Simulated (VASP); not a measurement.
# Au (Fm-3m) in VASP: a series of runs, part 2 of 2

VASP 6.6.1.

### Step 4. Relaxation of cell and atoms, LDA

The input, INCAR:

```
PREC = Accurate
ENCUT = 600
EDIFF = 1E-6
ISMEAR = -1
SIGMA = 0.05
LREAL = F
LASPH = T
NELM = 100
ALGO = Normal
ISIF = 3
LWAVE = F
LCHARG = F
IBRION = 2
NSW = 60
EDIFFG = -0.005
```

The input, KPOINTS:

```
regular mesh
0
Gamma
  17 17 17
```

The input, POSCAR:

```
Au
1.0
    0.0000000000      2.0229441107      2.0229441107
    2.0229441107      0.0000000000      2.0229441107
    2.0229441107      2.0229441107      0.0000000000
Au
1
Direct
    0.0000000000      0.0000000000      0.0000000000
```

Potentials or basis: VASP PAW LDA potentials, release 64 (Au).

Command:

```sh
$ cat potpaw_LDA.64/Au/POTCAR > POTCAR
$ mpirun -np 1 vasp_std > vasp.out
```

OUTCAR:

```text
PREC = Accurate
   ENCUT = 600
   EDIFF = 1E-6
   ISMEAR = -1
   LREAL = F
   LASPH = T
   NELM = 100
   ISIF = 3
   IBRION = 2
   NSW = 60
   EDIFFG = -0.005

 ion  position               nearest neighbor table
   1  0.000  0.000  0.000-

  LATTYP: Found a face centered cubic cell.
 ALAT       =     4.0458882214

  Lattice vectors:

 A1 = (   0.0000000000,   2.0229441107,   2.0229441107)
 A2 = (   2.0229441107,   0.0000000000,   2.0229441107)
 A3 = (   2.0229441107,   2.0229441107,   0.0000000000)

Analysis of symmetry for initial positions (statically):
=====================================================================
 Subroutine PRICEL returns:
 Original cell was already a primitive cell.

 Routine SETGRP: Setting up the symmetry group for a
 face centered cubic supercell.

 Subroutine GETGRP returns: Found 48 space group operations
 (whereof 48 operations were pure point group operations)
 out of a pool of 48 trial point group operations.

The static configuration has the point symmetry O_h .

Analysis of symmetry for dynamics (positions and initial velocities):
=====================================================================
 Subroutine PRICEL returns:
[... 162 lines left out ...]
  -------------------------------------------------------------------------------------
  Total        0.0690937      0.0690937      0.0690937      0.0000000     -0.0000000      0.0000000
  in kB        6.6860153      6.6860153      6.6860153      0.0000000     -0.0000000      0.0000000
  external PRESSURE =       6.6860153 kB  Pullay stress =       0.0000000 kB
[... 57 lines left out ...]
--------------------------------------- Ionic step        3  -------------------------------------------

 number of electron      10.9999999 magnetization

 Free energy of the ion-electron system (eV)
  ---------------------------------------------------
  ext. energy  EPLUGINS =         0.00000000
  ---------------------------------------------------
  free energy    TOTEN  =        -4.44608834 eV

  energy without entropy =       -4.44320427  energy(sigma->0) =       -4.44464631

 E-fermi :   9.8428     XC(G=0): -13.1316

 val. band max:        9.8359936799   @ k =  -0.4706   0.1176   0.0588
 cond. band min:       9.8958095574   @ k =  -0.2941   0.2353   0.0000
 fundamental gap:      0.0598158775
 Fermi energy:         9.8427786674

 k-point     1 :       0.0000    0.0000    0.0000
  band No.  band energies     occupation
      1      -0.4654      2.00000
      2       4.8673      2.00000
      3       4.8673      2.00000
      4       4.8673      2.00000
      5       6.4758      2.00000
      6       6.4758      2.00000
      7      24.1697      0.00000
      8      28.2710      0.00000
      9      28.2710      0.00000
[... 265 lines left out ...]
 k-point    24 :      -0.1176    0.0588    0.0000
  band No.  band energies     occupation
      1       0.2904      2.00000
      2       4.6170      2.00000
      3       5.1023      2.00000
      4       5.1302      2.00000
      5       6.2531      2.00000
      6       6.5483      2.00000
      7      24.7936      0.00000
      8      25.3822      0.00000
      9      28.1567      0.00000

 [... further k-points ...]
[... 5 lines left out ...]
  --------------------------------------------------------------------------------------
  -------------------------------------------------------------------------------------
  Total       -0.0010737     -0.0010737     -0.0010737      0.0000000     -0.0000000      0.0000000
  in kB       -0.1035483     -0.1035483     -0.1035483      0.0000000     -0.0000000      0.0000000
  external PRESSURE =      -0.1035483 kB  Pullay stress =       0.0000000 kB
[... 16 lines left out ...]
  FREE ENERGIE OF THE ION-ELECTRON SYSTEM (eV)
  ---------------------------------------------------
  free  energy   TOTEN  =        -4.4460883444 eV

  energy  without entropy=       -4.4432042708  energy(sigma->0) =       -4.44464631

 reached required accuracy - stopping structural energy minimisation
```

OSZICAR:

```text
N       E                     dE             d eps       ncg     rms          rms(c)
DAV:   1     0.484628748485E+02    0.48463E+02   -0.63345E+03  3066   0.123E+03
DAV:   2    -0.431388138113E+01   -0.52777E+02   -0.49583E+02  3062   0.217E+02
DAV:   3    -0.477564113381E+01   -0.46176E+00   -0.46135E+00  3507   0.215E+01
DAV:   4    -0.477698106286E+01   -0.13399E-02   -0.13399E-02  3451   0.120E+00
[... 16 lines left out ...]
DAV:   1    -0.445141029302E+01   -0.57454E-02   -0.11116E-01  3029   0.378E+00    0.435E-01
DAV:   2    -0.444631087756E+01    0.50994E-02   -0.17296E-02  2994   0.129E+00    0.181E-01
DAV:   3    -0.444609048615E+01    0.22039E-03   -0.10088E-03  3047   0.297E-01    0.128E-01
DAV:   4    -0.444608839956E+01    0.20866E-05   -0.39563E-05  3147   0.525E-02    0.492E-03
DAV:   5    -0.444608834440E+01    0.55157E-07   -0.63921E-07  2347   0.869E-03
   3 F= -.44460883E+01 E0= -.44446463E+01  d E =-.118667E-03
```

Run time: 15 s. Hardware: 1 thread of Intel Xeon 6975P-C (Granite Rapids), shared host; peak memory 0.15 GiB.

What came out:

- Free energy: -4.4461 eV
- Relaxed volume: 16.61 Å³/atom
- Relaxed cell: a = 2.864 Å, b = 2.864 Å, c = 2.864 Å, α = 60.00°, β = 60.00°, γ = 60.00°
- Space group after relaxing (to 0.05 Å): Fm-3m (No. 225)
- Energy gained by relaxing: 0.1 meV/atom
- Ionic steps: 3
- Pressure after relaxing: 0.0 GPa

Step by step:
```csv
step,energy change (eV),largest force (eV/Å),pressure (GPa),volume (Å³)
1,0.0000,0.0000,0.67,16.56
2,0.0003,0.0000,-1.22,16.72
3,-0.0001,0.0000,-0.01,16.61
```

Final structure:
```yaml
crystal:
  lattice:
    - [0.00000, 2.02525, 2.02525]
    - [2.02525, 0.00000, 2.02525]
    - [2.02525, 2.02525, 0.00000]
  atoms:
    - { symbol: Au, position: [0.00000, 0.00000, 0.00000] }
```

Caveat: spin-orbit coupling is left out, which moves the levels of the heavy elements.

### Step 5. Relaxation of cell and atoms, LDA

The input, INCAR:

```
SYSTEM = Au
PREC = Accurate ; ENCUT = 600
EDIFF = 1E-7 ; ISMEAR = -1
SIGMA = 0.05 ; LREAL = .FALSE.
LASPH = .TRUE. ; NELM = 80
ALGO = Normal ; ISIF = 3
LWAVE = .FALSE. ; LCHARG = .FALSE.
IBRION = 2 ; NSW = 45
EDIFFG = -0.005
```

The input, KPOINTS:

```
Automatic mesh
0
G
  17 17 17
  0 0 0
```

The input, POSCAR:

```
Au
1.0
    0.0000000000      2.0232464855      2.0232464855
    2.0232464855      0.0000000000      2.0232464855
    2.0232464855      2.0232464855      0.0000000000
Au
1
Direct
    0.0000000000      0.0000000000      0.0000000000
```

Potentials or basis: VASP PAW LDA potentials, release 64 (Au).

Command:

```sh
$ cat potpaw_LDA.64/Au/POTCAR > POTCAR
$ mpirun -np 1 vasp_std > vasp.out
```

OUTCAR:

```text
SYSTEM = Au
   PREC = Accurate
   ENCUT = 600
   EDIFF = 1E-7
   ISMEAR = -1
   LREAL = .FALSE.
   LASPH = .TRUE.
   NELM = 80
   ISIF = 3
   IBRION = 2
   NSW = 45
   EDIFFG = -0.005

 ion  position               nearest neighbor table
   1  0.000  0.000  0.000-

  LATTYP: Found a face centered cubic cell.
 ALAT       =     4.0464929710

  Lattice vectors:

 A1 = (   0.0000000000,   2.0232464855,   2.0232464855)
 A2 = (   2.0232464855,   0.0000000000,   2.0232464855)
 A3 = (   2.0232464855,   2.0232464855,   0.0000000000)

Analysis of symmetry for initial positions (statically):
=====================================================================
 Subroutine PRICEL returns:
 Original cell was already a primitive cell.

 Routine SETGRP: Setting up the symmetry group for a
 face centered cubic supercell.

 Subroutine GETGRP returns: Found 48 space group operations
 (whereof 48 operations were pure point group operations)
 out of a pool of 48 trial point group operations.

The static configuration has the point symmetry O_h .

Analysis of symmetry for dynamics (positions and initial velocities):
=====================================================================
 Subroutine PRICEL returns:
 Original cell was already a primitive cell.

 Routine SETGRP: Setting up the symmetry group for a
 face centered cubic supercell.

 Subroutine GETGRP returns: Found 48 space group operations
 (whereof 48 operations were pure point group operations)
 out of a pool of 48 trial point group operations.

The dynamic configuration has the point symmetry O_h .

 Subroutine INISYM returns: Found 48 space group operations
 (whereof 48 operations are pure point group operations),
 and found     1 'primitive' translations

----------------------------------------------------------------------------------------

                                     Primitive cell

  volume of cell :      16.5644

  direct lattice vectors                    reciprocal lattice vectors
     0.000000000  2.023246486  2.023246486    -0.247127576  0.247127576  0.247127576
     2.023246486  0.000000000  2.023246486     0.247127576 -0.247127576  0.247127576
     2.023246486  2.023246486  0.000000000     0.247127576  0.247127576 -0.247127576

  length of vectors
     2.861302620  2.861302620  2.861302620     0.428037518  0.428037518  0.428037518

  position of ions in fractional coordinates (direct lattice)
     0.000000000  0.000000000  0.000000000

  ion indices of the primitive-cell ions
   primitive index   ion index
                 1           1

----------------------------------------------------------------------------------------

 KPOINTS: Automatic mesh

Automatic generation of k-mesh.
 Grid dimensions read from file:
 generate k-points for:   17   17   17

 Generating k-lattice:

  Cartesian coordinates                     Fractional coordinates (reciprocal lattice)
    -0.014536916  0.014536916  0.014536916     0.058823529  0.000000000  0.000000000
     0.014536916 -0.014536916  0.014536916     0.000000000  0.058823529  0.000000000
     0.014536916  0.014536916 -0.014536916     0.000000000  0.000000000  0.058823529

  Length of vectors
     0.025178678  0.025178678  0.025178678

  Shift w.r.t. Gamma in fractional coordinates (k-lattice)
     0.000000000  0.000000000  0.000000000

 Subroutine IBZKPT returns following result:
 ===========================================

 Found    165 irreducible k-points:

 Following reciprocal coordinates:
            Coordinates               Weight
  0.000000  0.000000  0.000000      1.000000
  0.058824  0.000000  0.000000      8.000000
  0.117647  0.000000  0.000000      8.000000
  0.176471  0.000000  0.000000      8.000000
  0.235294  0.000000  0.000000      8.000000
  0.294118  0.000000  0.000000      8.000000
[... 16 lines left out ...]
 -0.176471  0.058824  0.000000     24.000000
 -0.117647  0.058824  0.000000     24.000000
 [... further k-points ...]
   k-points           NKPTS =    165   k-points in BZ     NKDIM =    165   number of bands    NBANDS=      9
   number of dos      NEDOS =    301   number of ions     NIONS =      1
   total plane-waves  NPLWV =  13824
   dimension x,y,z NGX =    24 NGY =   24 NGZ =   24
   dimension x,y,z NGXF=    48 NGYF=   48 NGZF=   48
   ions per type =               1
   NGX,Y,Z   is equivalent  to a cutoff of  13.94, 13.94, 13.94 a.u.
   NGXF,Y,Z  is equivalent  to a cutoff of  27.89, 27.89, 27.89 a.u.
 SYSTEM =  Au
   PREC   = accura    normal or accurate (medium, high low for compatibility)
   ISTART =      0    job   : 0-new  1-cont  2-samecut
   ICHARG =      2    charge: 1-file 2-atom 10-const
   ISPIN  =      1    spin polarized calculation?
   LNONCOLLINEAR =      F non collinear calculations
   LSORBIT =      F    spin-orbit coupling
   LASPH  =      T    aspherical Exc in radial PAW
   ENCUT  =  600.0 eV  44.10 Ry    6.64 a.u.   5.71  5.71  5.71*2*pi/ulx,y,z
   NELM   =     80;   NELMIN=  2; NELMDL= -5     # of ELM steps
   EDIFF  = 0.1E-06   stopping-criterion for ELM
   LREAL  =      F    real-space projection
   EDIFFG = -.5E-02   stopping-criterion for IOM
   NSW    =     45    number of steps for IOM
   IBRION =      2    ionic relax: 0-MD 1-quasi-New 2-CG
   NFREE  =      1    steps in history (QN), initial steepest desc. (CG)
   ISIF   =      3    stress and relaxation
   ISYM   =      2    0-nonsym 1-usesym 2-fastsym
   POTIM  = 0.5000    time-step for ionic-motion
   TEBEG  =    0.0;   TEEND  =   0.0 temperature during run
   PSTRESS=    0.0 pullay stress
   NELECT =      11.0000    total number of electrons
   NUPDOWN=      -1.0000    fix difference up-down
   EMIN   =  10.00;   EMAX   =-10.00  energy-range for DOS
   EFERMI =   0.00;   METHOD = LEGACY
   ISMEAR =    -1;   SIGMA  =   0.05  broadening in eV -4-tet -1-fermi 0-gaus
   EFERMI_NEDOS =   21; number of points for ismear=-14 and -15
   IALGO  =     38    algorithm
   IMIX   =      4    mixing-type and parameters
     AMIX     =   0.40;   BMIX     =  1.00
     AMIX_MAG =   1.60;   BMIX_MAG =  1.00
  volume/ion in A,a.u.               =      16.56       111.78
  Fermi-wavevector in a.u.,A,eV,Ry     =   1.428281  2.699059 27.755695  2.039986
  Thomas-Fermi vector in A             =   2.548360
   LORBIT       =      0    0 simple, 1 ext, 2 COOP (PROOUT), +10 PAW based schemes
   GGA     = CA    functional components
   LHFCALC =     F    Hartree Fock is set to
   AEXX    =    0.0000 exact exchange contribution
   IVDW    =     0    specifies the selected vdW correction
   LEPSILON=     F    determine dielectric tensor
   LRPA    =     F    only Hartree local field effects (RPA)
 conjugate gradient relaxation of ions
 non-spin polarized calculation
  energy-cutoff  :      600.00
  volume of cell :       16.56
 maximum number of plane-waves:       568
   NGX = 11   NGY = 11   NGZ = 11

--------------------------------------- Ionic step        1  -------------------------------------------

 number of electron      10.9999999 magnetization

 Free energy of the ion-electron system (eV)
  ---------------------------------------------------
  ext. energy  EPLUGINS =         0.00000000
  ---------------------------------------------------
  free energy    TOTEN  =        -4.44600190 eV

  energy without entropy =       -4.44316064  energy(sigma->0) =       -4.44458127

------------------------ aborting loop because EDIFF is reached ----------------------------------------

  FORCE on cell =-STRESS in cart. coord.  units (eV):
  Direction    XX          YY          ZZ          XY          YZ          ZX
  --------------------------------------------------------------------------------------
  -------------------------------------------------------------------------------------
  Total        0.0600697      0.0600697      0.0600697     -0.0000000      0.0000000      0.0000000
  in kB        5.8101771      5.8101771      5.8101771     -0.0000000      0.0000000      0.0000000
  external PRESSURE =       5.8101771 kB  Pullay stress =       0.0000000 kB
[... 57 lines left out ...]
--------------------------------------- Ionic step        3  -------------------------------------------

 number of electron      10.9999999 magnetization

 Free energy of the ion-electron system (eV)
  ---------------------------------------------------
  ext. energy  EPLUGINS =         0.00000000
  ---------------------------------------------------
  free energy    TOTEN  =        -4.44609178 eV

  energy without entropy =       -4.44320724  energy(sigma->0) =       -4.44464951

 E-fermi :   9.8422     XC(G=0): -13.1314

 val. band max:        9.8354488910   @ k =  -0.4706   0.1176   0.0588
 cond. band min:       9.8951820533   @ k =  -0.2941   0.2353   0.0000
 fundamental gap:      0.0597331623
 Fermi energy:         9.8421898090

 k-point     1 :       0.0000    0.0000    0.0000
  band No.  band energies     occupation
      1      -0.4656      2.00000
      2       4.8669      2.00000
      3       4.8669      2.00000
      4       4.8669      2.00000
      5       6.4753      2.00000
      6       6.4753      2.00000
      7      24.1692      0.00000
      8      28.2703      0.00000
      9      28.2703      0.00000
[... 265 lines left out ...]
 k-point    24 :      -0.1176    0.0588    0.0000
  band No.  band energies     occupation
      1       0.2902      2.00000
      2       4.6167      2.00000
      3       5.1019      2.00000
      4       5.1298      2.00000
      5       6.2526      2.00000
      6       6.5478      2.00000
      7      24.7929      0.00000
      8      25.3815      0.00000
      9      28.1559      0.00000

 [... further k-points ...]
[... 5 lines left out ...]
  --------------------------------------------------------------------------------------
  -------------------------------------------------------------------------------------
  Total       -0.0014863     -0.0014863     -0.0014863      0.0000000      0.0000000     -0.0000000
  in kB       -0.1433278     -0.1433278     -0.1433278      0.0000000      0.0000000     -0.0000000
  external PRESSURE =      -0.1433278 kB  Pullay stress =       0.0000000 kB
[... 16 lines left out ...]
  FREE ENERGIE OF THE ION-ELECTRON SYSTEM (eV)
  ---------------------------------------------------
  free  energy   TOTEN  =        -4.4460917766 eV

  energy  without entropy=       -4.4432072365  energy(sigma->0) =       -4.44464951

 reached required accuracy - stopping structural energy minimisation
```

CONTCAR:

```text
Au
   1.00000000000000
    -0.0000000000000000    2.0252731621582889    2.0252731621582889
     2.0252731621582889    0.0000000000000000    2.0252731621582889
     2.0252731621582889    2.0252731621582889    0.0000000000000000
  Au
     1
Direct
     0.0000000000000000    0.0000000000000000    0.0000000000000000

  0.00000000E+00  0.00000000E+00  0.00000000E+00
```

Wall time 15 s (1 thread of Intel Xeon 6975P-C (Granite Rapids), shared host); peak memory 0.16 GiB.

Results:

```yaml
Free_energy: -4.4461 eV
Relaxed_volume: 16.61 Å³/atom
Relaxed_cell: a = 2.864 Å, b = 2.864 Å, c = 2.864 Å, α = 60.00°, β = 60.00°, γ = 60.00°
Space_group_after_relaxing_to_0.05_Å: Fm-3m (No. 225)
Energy_gained_by_relaxing: 0.1 meV/atom
Ionic_steps: 3
Pressure_after_relaxing: 0.0 GPa
```

Final structure:
```cif
data_structure
_symmetry_space_group_name_H-M 'P 1'
_symmetry_Int_Tables_number 1
_cell_length_a 2.8642
_cell_length_b 2.8642
_cell_length_c 2.8642
_cell_angle_alpha 60.000
_cell_angle_beta 60.000
_cell_angle_gamma 60.000
_cell_volume 16.61
loop_
_atom_site_label
_atom_site_type_symbol
_atom_site_fract_x
_atom_site_fract_y
_atom_site_fract_z
_atom_site_occupancy
Au1 Au 0.00000 0.00000 0.00000 1
```

Levels at points of the mesh, in eV from the Fermi level:
```tsv
k point	band 2	band 3	band 4	band 5	band 6	band 7	band 8	band 9
(0.00, 0.00, 0.00)	-4.98	-4.98	-4.98	-3.37	-3.37	14.33	18.43	18.43
```

Caveat: spin-orbit coupling is left out, which moves the levels of the heavy elements.
